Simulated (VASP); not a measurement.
# C (Fd-3m) in VASP: further runs

Runs on C. Level: LDA. Tasks: single point, relaxation of cell and atoms.

Everything below comes from runs of VASP 6.6.1. Logs are shortened: lines on timing, memory, paths and dates and some standing lists are left out, and cuts for length are marked.

## 1. The cell of the first run

Symmetry: Fd-3m, No. 227, cubic system. Conventional cell: a = 3.567 Å, b = 3.567 Å, c = 3.567 Å, α = 90.00°, β = 90.00°, γ = 90.00°. C (site symmetry -43m) has 4 C at 1.54 Å within 2.1 Å.

## 2. Single point, LDA

File INCAR:

```
SYSTEM = C
ALGO = Normal
EDIFF = 1E-6
ENCUT = 600
GGA_COMPAT = .FALSE.
ISIF = 2
ISMEAR = 0
LASPH = .TRUE.
LCHARG = .FALSE.
LREAL = .FALSE.
LWAVE = .FALSE.
NBANDS = 11
NELM = 120
PREC = Accurate
SIGMA = 0.1
```

File KPOINTS:

```
k-points
0
G
  8 8 8
  0 0 0
```

File POSCAR:

```
C
1.0
    0.0000000000      1.7833700000      1.7833700000
    1.7833700000      0.0000000000      1.7833700000
    1.7833700000      1.7833700000      0.0000000000
C
2
Direct
    0.0000000000      0.0000000000      0.0000000000
    0.2500000000      0.2500000000      0.2500000000
```

Potentials or basis: VASP PAW LDA potentials, release 64 (C).

Run with:

```bash
$ cat potpaw_LDA.64/C/POTCAR > POTCAR
$ mpirun -np 1 vasp_std > vasp.out
```

OUTCAR:

```text
SYSTEM = C
   EDIFF = 1E-6
   ENCUT = 600
   ISIF = 2
   ISMEAR = 0
   LASPH = .TRUE.
   LREAL = .FALSE.
   NELM = 120
   PREC = Accurate

 ion  position               nearest neighbor table
   1  0.000  0.000  0.000-   2 1.54   2 1.54   2 1.54   2 1.54
   2  0.250  0.250  0.250-   1 1.54   1 1.54   1 1.54   1 1.54

  LATTYP: Found a face centered cubic cell.
 ALAT       =     3.5667400000

  Lattice vectors:

 A1 = (   0.0000000000,   1.7833700000,   1.7833700000)
 A2 = (   1.7833700000,   0.0000000000,   1.7833700000)
 A3 = (   1.7833700000,   1.7833700000,   0.0000000000)

Analysis of symmetry for initial positions (statically):
=====================================================================
 Subroutine PRICEL returns:
 Original cell was already a primitive cell.

 Routine SETGRP: Setting up the symmetry group for a
 face centered cubic supercell.

 Subroutine GETGRP returns: Found 48 space group operations
 (whereof 24 operations were pure point group operations)
 out of a pool of 48 trial point group operations.

The static configuration has the point symmetry T_d .
 The point group associated with its full space group is O_h .

Analysis of symmetry for dynamics (positions and initial velocities):
=====================================================================
 Subroutine PRICEL returns:
 Original cell was already a primitive cell.

 Routine SETGRP: Setting up the symmetry group for a
 face centered cubic supercell.

 Subroutine GETGRP returns: Found 48 space group operations
 (whereof 24 operations were pure point group operations)
 out of a pool of 48 trial point group operations.

The dynamic configuration has the point symmetry T_d .
 The point group associated with its full space group is O_h .

 Subroutine INISYM returns: Found 48 space group operations
 (whereof 24 operations are pure point group operations),
 and found     1 'primitive' translations

----------------------------------------------------------------------------------------

                                     Primitive cell

  volume of cell :      11.3437

  direct lattice vectors                    reciprocal lattice vectors
     0.000000000  1.783370000  1.783370000    -0.280368067  0.280368067  0.280368067
     1.783370000  0.000000000  1.783370000     0.280368067 -0.280368067  0.280368067
     1.783370000  1.783370000  0.000000000     0.280368067  0.280368067 -0.280368067

  length of vectors
     2.522066041  2.522066041  2.522066041     0.485611737  0.485611737  0.485611737

  position of ions in fractional coordinates (direct lattice)
     0.000000000  0.000000000  0.000000000
     0.250000000  0.250000000  0.250000000

  ion indices of the primitive-cell ions
   primitive index   ion index
                 1           1
                 2           2

----------------------------------------------------------------------------------------

 KPOINTS: k-points

Automatic generation of k-mesh.
 Grid dimensions read from file:
 generate k-points for:    8    8    8

 Generating k-lattice:

  Cartesian coordinates                     Fractional coordinates (reciprocal lattice)
    -0.035046008  0.035046008  0.035046008     0.125000000  0.000000000  0.000000000
     0.035046008 -0.035046008  0.035046008     0.000000000  0.125000000  0.000000000
     0.035046008  0.035046008 -0.035046008     0.000000000  0.000000000  0.125000000

  Length of vectors
     0.060701467  0.060701467  0.060701467

  Shift w.r.t. Gamma in fractional coordinates (k-lattice)
     0.000000000  0.000000000  0.000000000

 Subroutine IBZKPT returns following result:
 ===========================================

 Found     29 irreducible k-points:

 Following reciprocal coordinates:
            Coordinates               Weight
  0.000000  0.000000  0.000000      1.000000
  0.125000  0.000000  0.000000      8.000000
  0.250000  0.000000  0.000000      8.000000
  0.375000  0.000000  0.000000      8.000000
  0.500000  0.000000  0.000000      4.000000
  0.125000  0.125000  0.000000      6.000000
[... 16 lines left out ...]
  0.500000  0.250000  0.125000     48.000000
 -0.375000  0.250000  0.125000     24.000000
 [... further k-points ...]
   k-points           NKPTS =     29   k-points in BZ     NKDIM =     29   number of bands    NBANDS=     11
   number of dos      NEDOS =    301   number of ions     NIONS =      2
   total plane-waves  NPLWV =   8000
   dimension x,y,z NGX =    20 NGY =   20 NGZ =   20
   dimension x,y,z NGXF=    40 NGYF=   40 NGZF=   40
   ions per type =               2
   NGX,Y,Z   is equivalent  to a cutoff of  13.18, 13.18, 13.18 a.u.
   NGXF,Y,Z  is equivalent  to a cutoff of  26.37, 26.37, 26.37 a.u.
 SYSTEM =  C
   PREC   = accura    normal or accurate (medium, high low for compatibility)
   ISTART =      0    job   : 0-new  1-cont  2-samecut
   ICHARG =      2    charge: 1-file 2-atom 10-const
   ISPIN  =      1    spin polarized calculation?
   LNONCOLLINEAR =      F non collinear calculations
   LSORBIT =      F    spin-orbit coupling
   LASPH  =      T    aspherical Exc in radial PAW
   ENCUT  =  600.0 eV  44.10 Ry    6.64 a.u.   5.04  5.04  5.04*2*pi/ulx,y,z
   NELM   =    120;   NELMIN=  2; NELMDL= -5     # of ELM steps
   EDIFF  = 0.1E-05   stopping-criterion for ELM
   LREAL  =      F    real-space projection
   EDIFFG = 0.1E-04   stopping-criterion for IOM
   NSW    =      0    number of steps for IOM
   IBRION =     -1    ionic relax: 0-MD 1-quasi-New 2-CG
   NFREE  =      0    steps in history (QN), initial steepest desc. (CG)
   ISIF   =      2    stress and relaxation
   ISYM   =      2    0-nonsym 1-usesym 2-fastsym
   POTIM  = 0.5000    time-step for ionic-motion
   TEBEG  =    0.0;   TEEND  =   0.0 temperature during run
   PSTRESS=    0.0 pullay stress
   NELECT =       8.0000    total number of electrons
   NUPDOWN=      -1.0000    fix difference up-down
   EMIN   =  10.00;   EMAX   =-10.00  energy-range for DOS
   EFERMI =   0.00;   METHOD = LEGACY
   ISMEAR =     0;   SIGMA  =   0.10  broadening in eV -4-tet -1-fermi 0-gaus
   EFERMI_NEDOS =   21; number of points for ismear=-14 and -15
   IALGO  =     38    algorithm
   IMIX   =      4    mixing-type and parameters
     AMIX     =   0.40;   BMIX     =  1.00
     AMIX_MAG =   1.60;   BMIX_MAG =  1.00
  volume/ion in A,a.u.               =       5.67        38.28
  Fermi-wavevector in a.u.,A,eV,Ry     =   1.457203  2.753714 28.891161  2.123440
  Thomas-Fermi vector in A             =   2.574032
   LORBIT       =      0    0 simple, 1 ext, 2 COOP (PROOUT), +10 PAW based schemes
   GGA     = CA    functional components
   LHFCALC =     F    Hartree Fock is set to
   AEXX    =    0.0000 exact exchange contribution
   IVDW    =     0    specifies the selected vdW correction
   LEPSILON=     F    determine dielectric tensor
   LRPA    =     F    only Hartree local field effects (RPA)
 non-spin polarized calculation
 Gauss-broadening in eV      SIGMA  =   0.10
  energy-cutoff  :      600.00
  volume of cell :       11.34
 maximum number of plane-waves:       391
   NGX =  9   NGY =  9   NGZ =  9

 number of electron       7.9999999 magnetization

 Free energy of the ion-electron system (eV)
  ---------------------------------------------------
  ext. energy  EPLUGINS =         0.00000000
  ---------------------------------------------------
  free energy    TOTEN  =       -20.24068816 eV

  energy without entropy =      -20.24068816  energy(sigma->0) =      -20.24068816

 E-fermi :  10.2771     XC(G=0): -13.4995

 val. band max:        9.7223726569   @ k =   0.0000   0.0000   0.0000
 cond. band min:      13.8220380427   @ k =   0.3750   0.3750   0.0000
 fundamental gap:      4.0996653858
 Fermi energy:        10.2771467973

 k-point     1 :       0.0000    0.0000    0.0000
  band No.  band energies     occupation
      1     -11.5956      2.00000
      2       9.7224      2.00000
      3       9.7224      2.00000
      4       9.7224      2.00000
      5      15.2650      0.00000
      6      15.2650      0.00000
      7      15.2650      0.00000
      8      23.2782      0.00000
      9      28.7266      0.00000
     10      36.3537      0.00000
     11      36.3537      0.00000

 k-point     2 :       0.1250    0.0000    0.0000
  band No.  band energies     occupation
      1     -11.1640      2.00000
      2       7.3333      2.00000
      3       9.0717      2.00000
      4       9.0717      2.00000
      5      16.1182      0.00000
      6      16.1182      0.00000
      7      16.5642      0.00000
      8      23.5704      0.00000
      9      29.3544      0.00000
     10      33.1409      0.00000
     11      33.1409      0.00000

 k-point     3 :       0.2500    0.0000    0.0000
  band No.  band energies     occupation
      1      -9.8815      2.00000
      2       3.1877      2.00000
      3       7.9825      2.00000
      4       7.9825      2.00000
      5      17.4466      0.00000
      6      17.4466      0.00000
      7      17.9148      0.00000
      8      24.3096      0.00000
      9      30.1148      0.00000
     10      32.0390      0.00000
     11      32.0390      0.00000

 k-point     4 :       0.3750    0.0000    0.0000
  band No.  band energies     occupation
      1      -7.8095      2.00000
      2      -0.8829      2.00000
      3       7.2042      2.00000
      4       7.2042      2.00000
      5      18.0335      0.00000
      6      18.0335      0.00000
      7      18.5516      0.00000
      8      24.9522      0.00000
      9      30.5763      0.00000
     10      33.6054      0.00000
     11      33.6054      0.00000
[... 239 lines left out ...]
 k-point    22 :       0.3750    0.2500    0.1250
  band No.  band energies     occupation
      1      -8.7562      2.00000
      2       3.3065      2.00000
      3       4.2296      2.00000
      4       6.8552      2.00000
      5      16.2489      0.00000
      6      19.6889      0.00000
      7      21.2026      0.00000
      8      21.4405      0.00000
      9      30.3076      0.00000
     10      30.9310      0.00000
     11      35.2581      0.00000

 k-point    23 :       0.5000    0.2500    0.1250
  band No.  band energies     occupation
      1      -6.7245      2.00000
      2      -0.0396      2.00000
      3       3.4857      2.00000
      4       5.6511      2.00000
      5      17.6136      0.00000
      6      19.2923      0.00000
      7      22.1093      0.00000
      8      22.9410      0.00000
      9      29.5831      0.00000
     10      31.8602      0.00000
     11      35.6158      0.00000

 k-point    24 :      -0.3750    0.2500    0.1250
  band No.  band energies     occupation
      1      -4.7527      2.00000
      2      -2.6065      2.00000
      3       3.4648      2.00000
      4       5.0349      2.00000
      5      17.8952      0.00000
      6      19.1739      0.00000
      7      22.7554      0.00000
      8      24.4353      0.00000
      9      27.7744      0.00000
     10      33.3358      0.00000
     11      35.8590      0.00000

 [... further k-points ...]
[... 5 lines left out ...]
  --------------------------------------------------------------------------------------
  -------------------------------------------------------------------------------------
  Total       -0.8754143     -0.8754143     -0.8754143      0.0000000      0.0000000      0.0000000
  in kB     -123.6430966   -123.6430966   -123.6430966      0.0000000      0.0000000      0.0000000
  external PRESSURE =    -123.6430966 kB  Pullay stress =       0.0000000 kB

 VOLUME and BASIS-vectors are now :
 -----------------------------------------------------------------------------
  energy-cutoff  :      600.00
  volume of cell :       11.34
      direct lattice vectors                 reciprocal lattice vectors
     0.000000000  1.783370000  1.783370000    -0.280368067  0.280368067  0.280368067
     1.783370000  0.000000000  1.783370000     0.280368067 -0.280368067  0.280368067
     1.783370000  1.783370000  0.000000000     0.280368067  0.280368067 -0.280368067

 POSITION                                       TOTAL-FORCE (eV/Angst)
 -----------------------------------------------------------------------------------
      0.00000      0.00000      0.00000         0.000000      0.000000      0.000000
      0.89168      0.89168      0.89168        -0.000000     -0.000000     -0.000000
 -----------------------------------------------------------------------------------
    total drift:                                0.000000      0.000000      0.000000

  FREE ENERGIE OF THE ION-ELECTRON SYSTEM (eV)
  ---------------------------------------------------
  free  energy   TOTEN  =       -20.2406881592 eV

  energy  without entropy=      -20.2406881592  energy(sigma->0) =      -20.24068816
```

It took 6.2 s on 1 thread of Intel Xeon 8259CL, shared host; peak memory 0.11 GiB.

What came out:

| Item | Value |
| --- | --- |
| Free energy | -20.2407 eV |
| Pressure | -12.4 GPa |
| Band gap on the k mesh | 4.10 eV, indirect (least direct gap 5.54 eV) |

(Continued in part 2 of 2.)
